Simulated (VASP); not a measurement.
# Cu (P6_3/mmc) in VASP: further runs

Runs on Cu. Level: PBEsol. Tasks: single point.

Program: VASP 6.6.1. These are calculated values, not measurements. Logs are shortened: lines on timing, memory, paths and dates and some standing lists are left out, and cuts for length are marked.

**1. The cell of the first run**

Symmetry: P6_3/mmc, No. 194, hexagonal system. The conventional cell has a = 2.407 Å, b = 2.407 Å, c = 4.557 Å, α = 90.00°, β = 90.00°, γ = 120.00°. Cu (site symmetry -6m2) has 12 Cu at 2.41 to 2.67 Å within 3.2 Å.

**2. Single point, PBEsol**

INCAR reads:

```
PREC = Accurate
ENCUT = 520
EDIFF = 1E-7
ISMEAR = -1
SIGMA = 0.1
LREAL = False
LASPH = True
NELM = 80
ALGO = Normal
ISIF = 2
LWAVE = False
LCHARG = True
GGA = PS
LELF = True
LVHAR = True
NBANDS = 18
```

KPOINTS reads:

```
Automatic mesh
0
Gamma
  16 16 9
```

POSCAR reads:

```
Cu
1.0
    2.4073950000      0.0000000000      0.0000000000
   -1.2036975000      2.0848605000      0.0000000000
    0.0000000000      0.0000000000      4.5568642659
Cu
2
Direct
    0.3333333333      0.6666666667      0.2500000000
    0.6666666667      0.3333333333      0.7500000000
```

Potentials or basis: VASP PAW PBE potentials, release 64 (Cu).

Launch:

```sh
> cat potpaw_PBE.64/Cu/POTCAR > POTCAR
> mpirun -np 1 vasp_std > vasp.out
```

OUTCAR:

```text
PREC = Accurate
   ENCUT = 520
   EDIFF = 1E-7
   ISMEAR = -1
   LREAL = False
   LASPH = True
   NELM = 80
   ISIF = 2
   GGA = PS

 ion  position               nearest neighbor table
   1  0.333  0.667  0.250-   2 2.67   2 2.67   2 2.67   2 2.67   2 2.67   2 2.67
   2  0.667  0.333  0.750-   1 2.67   1 2.67   1 2.67   1 2.67   1 2.67   1 2.67

  LATTYP: Found a hexagonal cell.
 ALAT       =     2.4073950000
 C/A-ratio  =     1.8928610660

  Lattice vectors:

 A1 = (   2.4073950000,   0.0000000000,   0.0000000000)
 A2 = (  -1.2036975000,   2.0848605000,   0.0000000000)
 A3 = (   0.0000000000,   0.0000000000,   4.5568642659)

Analysis of symmetry for initial positions (statically):
=====================================================================
 Subroutine PRICEL returns:
 Original cell was already a primitive cell.

 Routine SETGRP: Setting up the symmetry group for a
 hexagonal supercell.

 Subroutine GETGRP returns: Found 24 space group operations
 (whereof 12 operations were pure point group operations)
 out of a pool of 24 trial point group operations.

The static configuration has the point symmetry D_3d.
 The point group associated with its full space group is D_6h.

Analysis of symmetry for dynamics (positions and initial velocities):
=====================================================================
 Subroutine PRICEL returns:
 Original cell was already a primitive cell.

 Routine SETGRP: Setting up the symmetry group for a
 hexagonal supercell.

 Subroutine GETGRP returns: Found 24 space group operations
 (whereof 12 operations were pure point group operations)
 out of a pool of 24 trial point group operations.

The dynamic configuration has the point symmetry D_3d.
 The point group associated with its full space group is D_6h.

 Subroutine INISYM returns: Found 24 space group operations
 (whereof 12 operations are pure point group operations),
 and found     1 'primitive' translations

----------------------------------------------------------------------------------------

                                     Primitive cell

  volume of cell :      22.8713

  direct lattice vectors                    reciprocal lattice vectors
     2.407395000  0.000000000  0.000000000     0.415386756  0.239824199  0.000000000
    -1.203697500  2.084860500  0.000000000     0.000000000  0.479648399  0.000000000
     0.000000000  0.000000000  4.556864266     0.000000000  0.000000000  0.219449152

  length of vectors
     2.407395000  2.407390906  4.556864266     0.479647583  0.479648399  0.219449152

  position of ions in fractional coordinates (direct lattice)
     0.333333333  0.666666667  0.250000000
     0.666666667  0.333333333  0.750000000

  ion indices of the primitive-cell ions
   primitive index   ion index
                 1           1
                 2           2

----------------------------------------------------------------------------------------

 KPOINTS: Automatic mesh

Automatic generation of k-mesh.
 Grid dimensions read from file:
 generate k-points for:   16   16    9

 Generating k-lattice:

  Cartesian coordinates                     Fractional coordinates (reciprocal lattice)
     0.025961672  0.014989012  0.000000000     0.062500000  0.000000000  0.000000000
     0.000000000  0.029978025  0.000000000     0.000000000  0.062500000  0.000000000
     0.000000000  0.000000000  0.024383239     0.000000000  0.000000000  0.111111111

  Length of vectors
     0.029977974  0.029978025  0.024383239

  Shift w.r.t. Gamma in fractional coordinates (k-lattice)
     0.000000000  0.000000000  0.000000000

 Subroutine IBZKPT returns following result:
 ===========================================

 Found    150 irreducible k-points:

 Following reciprocal coordinates:
            Coordinates               Weight
  0.000000  0.000000  0.000000      1.000000
  0.062500  0.000000  0.000000      6.000000
  0.125000  0.000000  0.000000      6.000000
  0.187500  0.000000  0.000000      6.000000
  0.250000  0.000000  0.000000      6.000000
  0.312500  0.000000  0.000000      6.000000
[... 16 lines left out ...]
  0.187500  0.187500  0.000000      6.000000
  0.250000  0.187500  0.000000     12.000000
 [... further k-points ...]
   k-points           NKPTS =    150   k-points in BZ     NKDIM =    150   number of bands    NBANDS=     18
   number of dos      NEDOS =    301   number of ions     NIONS =      2
   total plane-waves  NPLWV =  11664
   dimension x,y,z NGX =    18 NGY =   18 NGZ =   36
   dimension x,y,z NGXF=    36 NGYF=   36 NGZF=   72
   ions per type =               2
   NGX,Y,Z   is equivalent  to a cutoff of  12.43, 12.43, 13.13 a.u.
   NGXF,Y,Z  is equivalent  to a cutoff of  24.86, 24.86, 26.27 a.u.
 SYSTEM =  unknown system
   PREC   = accura    normal or accurate (medium, high low for compatibility)
   ISTART =      0    job   : 0-new  1-cont  2-samecut
   ICHARG =      2    charge: 1-file 2-atom 10-const
   ISPIN  =      1    spin polarized calculation?
   LNONCOLLINEAR =      F non collinear calculations
   LSORBIT =      F    spin-orbit coupling
   LASPH  =      T    aspherical Exc in radial PAW
   ENCUT  =  520.0 eV  38.22 Ry    6.18 a.u.   4.48  4.48  8.47*2*pi/ulx,y,z
   NELM   =     80;   NELMIN=  2; NELMDL= -5     # of ELM steps
   EDIFF  = 0.1E-06   stopping-criterion for ELM
   LREAL  =      F    real-space projection
   EDIFFG = 0.1E-05   stopping-criterion for IOM
   NSW    =      0    number of steps for IOM
   IBRION =     -1    ionic relax: 0-MD 1-quasi-New 2-CG
   NFREE  =      0    steps in history (QN), initial steepest desc. (CG)
   ISIF   =      2    stress and relaxation
   ISYM   =      2    0-nonsym 1-usesym 2-fastsym
   POTIM  = 0.5000    time-step for ionic-motion
   TEBEG  =    0.0;   TEEND  =   0.0 temperature during run
   PSTRESS=    0.0 pullay stress
   NELECT =      22.0000    total number of electrons
   NUPDOWN=      -1.0000    fix difference up-down
   EMIN   =  10.00;   EMAX   =-10.00  energy-range for DOS
   EFERMI =   0.00;   METHOD = LEGACY
   ISMEAR =    -1;   SIGMA  =   0.10  broadening in eV -4-tet -1-fermi 0-gaus
   EFERMI_NEDOS =   21; number of points for ismear=-14 and -15
   IALGO  =     38    algorithm
   IMIX   =      4    mixing-type and parameters
     AMIX     =   0.40;   BMIX     =  1.00
     AMIX_MAG =   1.60;   BMIX_MAG =  1.00
  volume/ion in A,a.u.               =      11.44        77.17
  Fermi-wavevector in a.u.,A,eV,Ry     =   1.616041  3.053874 35.532797  2.611587
  Thomas-Fermi vector in A             =   2.710691
   LORBIT       =      0    0 simple, 1 ext, 2 COOP (PROOUT), +10 PAW based schemes
   GGA     = PS    functional components
   LHFCALC =     F    Hartree Fock is set to
   AEXX    =    0.0000 exact exchange contribution
   IVDW    =     0    specifies the selected vdW correction
   LEPSILON=     F    determine dielectric tensor
   LRPA    =     F    only Hartree local field effects (RPA)
 non-spin polarized calculation
  energy-cutoff  :      520.00
  volume of cell :       22.87
 maximum number of plane-waves:       647
 NGX is ok and might be reduce to    18
   NGX =  9   NGY =  9   NGZ = 17

 number of electron      22.0000027 magnetization

 Free energy of the ion-electron system (eV)
  ---------------------------------------------------
  ext. energy  EPLUGINS =         0.00000000
  ---------------------------------------------------
  free energy    TOTEN  =        -8.41538470 eV

  energy without entropy =       -8.38937954  energy(sigma->0) =       -8.40238212

 E-fermi :   7.8956     XC(G=0): -13.0813

 val. band max:        7.8173504493   @ k =   0.2500   0.1250   0.3333
 cond. band min:       7.8967567021   @ k =   0.3125   0.0625   0.3333
 fundamental gap:      0.0794062528
 Fermi energy:         7.8956340443

 k-point     1 :       0.0000    0.0000    0.0000
  band No.  band energies     occupation
      1      -1.8309      2.00000
      2       2.0559      2.00000
      3       4.1300      2.00000
      4       4.6696      2.00000
      5       4.6696      2.00000
      6       4.7856      2.00000
[... 10 lines left out ...]
     17      33.4895      0.00000
     18      33.5347      0.00000

 k-point     2 :       0.0625    0.0000    0.0000
  band No.  band energies     occupation
      1      -1.6864      2.00000
      2       2.1635      2.00000
      3       4.1599      2.00000
      4       4.6336      2.00000
      5       4.7269      2.00000
      6       4.7490      2.00000
[... 10 lines left out ...]
     17      31.6833      0.00000
     18      31.8641      0.00000

 k-point     3 :       0.1250    0.0000    0.0000
  band No.  band energies     occupation
      1      -1.2588      2.00000
      2       2.4634      2.00000
      3       4.2174      2.00000
      4       4.5106      2.00000
      5       4.5480      2.00000
      6       4.6763      2.00000
[... 10 lines left out ...]
     17      30.5924      0.00000
     18      31.2839      0.00000

 k-point     4 :       0.1875    0.0000    0.0000
  band No.  band energies     occupation
      1      -0.5698      2.00000
      2       2.8694      2.00000
      3       4.0750      2.00000
      4       4.2151      2.00000
      5       4.4152      2.00000
      6       4.7482      2.00000
[... 10 lines left out ...]
     17      29.1642      0.00000
     18      29.5491      0.00000

 k-point     5 :       0.2500    0.0000    0.0000
  band No.  band energies     occupation
      1       0.3316      2.00000
      2       3.1730      2.00000
      3       3.7464      2.00000
      4       4.2569      2.00000
      5       4.2791      2.00000
      6       5.0311      2.00000
[... 10 lines left out ...]
     17      26.9162      0.00000
     18      29.4492      0.00000

 k-point     6 :       0.3125    0.0000    0.0000
  band No.  band energies     occupation
      1       1.3301      2.00000
      2       3.1893      2.00000
      3       3.5161      2.00000
      4       4.1957      2.00000
      5       4.5407      2.00000
      6       4.8155      2.00000
[... 10 lines left out ...]
     17      25.3697      0.00000
     18      29.8432      0.00000

 k-point     7 :       0.3750    0.0000    0.0000
  band No.  band energies     occupation
      1       2.1730      2.00000
      2       3.0633      2.00000
      3       3.3705      2.00000
      4       4.3356      2.00000
      5       4.6253      2.00000
      6       4.8364      2.00000
[... 10 lines left out ...]
     17      24.4078      0.00000
     18      29.5324      0.00000

 k-point     8 :       0.4375    0.0000    0.0000
  band No.  band energies     occupation
      1       2.6143      2.00000
      2       2.9296      2.00000
      3       3.2932      2.00000
      4       4.4964      2.00000
      5       4.6490      2.00000
      6       5.0223      2.00000
[... 10 lines left out ...]
     17      23.8034      0.00000
     18      29.3549      0.00000
[... 229 lines left out ...]
     17      24.7940      0.00000
     18      27.8912      0.00000

 k-point    20 :       0.3125    0.1250    0.0000
  band No.  band energies     occupation
      1       2.5159      2.00000
      2       3.2858      2.00000
      3       3.4335      2.00000
      4       4.2126      2.00000
      5       4.6001      2.00000
      6       4.6610      2.00000
[... 10 lines left out ...]
     17      22.1788      0.00000
     18      27.2683      0.00000

 k-point    21 :       0.3750    0.1250    0.0000
  band No.  band energies     occupation
      1       2.9138      2.00000
      2       3.1522      2.00000
      3       3.3875      2.00000
      4       4.5107      2.00000
      5       4.5407      2.00000
      6       4.8201      2.00000
[... 10 lines left out ...]
     17      20.4875      0.00000
     18      26.8932      0.00000

 k-point    22 :       0.4375    0.1250    0.0000
  band No.  band energies     occupation
      1       3.0359      2.00000
      2       3.0677      2.00000
      3       3.3748      2.00000
      4       4.4793      2.00000
      5       4.7522      2.00000
      6       4.8289      2.00000
[... 10 lines left out ...]
     17      20.1819      0.00000
     18      26.7679      0.00000

 k-point    23 :       0.1875    0.1875    0.0000
  band No.  band energies     occupation
      1       1.6279      2.00000
      2       3.5693      2.00000
      3       3.7176      2.00000
      4       3.8093      2.00000
      5       4.3588      2.00000
      6       4.7375      2.00000
[... 10 lines left out ...]
     17      25.9857      0.00000
     18      26.4840      0.00000

 k-point    24 :       0.2500    0.1875    0.0000
  band No.  band energies     occupation
      1       2.5369      2.00000
      2       3.5051      2.00000
      3       3.5859      2.00000
      4       3.9112      2.00000
      5       4.5186      2.00000
      6       4.6092      2.00000
[... 10 lines left out ...]
     17      23.8330      0.00000
     18      25.2342      0.00000

 [... further k-points ...]
[... 5 lines left out ...]
  --------------------------------------------------------------------------------------
  -------------------------------------------------------------------------------------
  Total        1.8313887      1.8313804     -2.1708819      0.0000000      0.0000000      0.0000000
  in kB      128.2923198    128.2917380   -152.0744742      0.0000000      0.0000000      0.0000000
  external PRESSURE =      34.8365279 kB  Pullay stress =       0.0000000 kB

 VOLUME and BASIS-vectors are now :
 -----------------------------------------------------------------------------
  energy-cutoff  :      520.00
  volume of cell :       22.87
      direct lattice vectors                 reciprocal lattice vectors
     2.407395000  0.000000000  0.000000000     0.415386756  0.239824199  0.000000000
    -1.203697500  2.084860500  0.000000000     0.000000000  0.479648399  0.000000000
     0.000000000  0.000000000  4.556864266     0.000000000  0.000000000  0.219449152

 POSITION                                       TOTAL-FORCE (eV/Angst)
 -----------------------------------------------------------------------------------
     -0.00000      1.38991      1.13922         0.000000      0.000000      0.000000
      1.20370      0.69495      3.41765        -0.000000     -0.000000      0.000000
 -----------------------------------------------------------------------------------
    total drift:                               -0.000000      0.000000     -0.000000

  FREE ENERGIE OF THE ION-ELECTRON SYSTEM (eV)
  ---------------------------------------------------
  free  energy   TOTEN  =        -8.4153847029 eV

  energy  without entropy=       -8.3893795430  energy(sigma->0) =       -8.40238212
```

It took 24 s on 1 thread of Intel Xeon 6975P-C (Granite Rapids), shared host; peak memory 0.16 GiB.

What came out:

| Quantity | Value |
| --- | --- |
| Free energy | -8.4154 eV |
| Pressure | 3.5 GPa |
| Band gap on the k mesh | zero (band 11 reaches 11.90 eV, above the bottom of band 12 at 5.91 eV) |

Stress tensor (GPa, compression positive):
```
 12.83   0.00   0.00
  0.00  12.83   0.00
  0.00   0.00 -15.21
```

Caveat: the PAW data sets were made with another functional, which shifts forces and pressure a little.

[end of part 1 of 2]
